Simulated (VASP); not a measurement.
Runs of VASP 6.6.1 on W. The structure is that of space group Im-3m (No. 229), or close to it. The cells are those of the table. 

| cell | gap on the mesh (eV) | pressure (GPa) |
| --- | --- | --- |
| a = 3.137 Å, 2 atoms | none | 11.8 |
| a = 3.105 Å, 2 atoms | none | (b) |
| a = 3.232 Å, 2 atoms | none | (a) |
| a = 3.168 Å, 2 atoms | none | 1.4 |
| a = 3.137, b = 3.137, c = 3.196 Å, 2 atoms | none | 5.2 |

Alike in all rows: task single point; level r2SCAN; potentials or basis VASP PAW PBE potentials, release 64 (W_sv); no spin polarisation; k mesh 16 × 16 × 16; cutoff (eV) 520; smearing gaussian 0.1 eV.

Question: Fill in the values left out.

Answer: (a) -15.6; (b) 23.7.

Caveats: the PAW data sets were made with another functional, which shifts forces and pressure a little; spin-orbit coupling is left out, which moves the levels of the heavy elements; the cell stands under pressure (at least some runs); the cell stands under tension (at least some runs); the stress differs along the axes, from 1 to 7 GPa (at least some runs).

A k mesh can miss the band edges, and the runs leave out spin-orbit coupling on W.

A gap of «none» marks levels without a gap at the run's occupations.
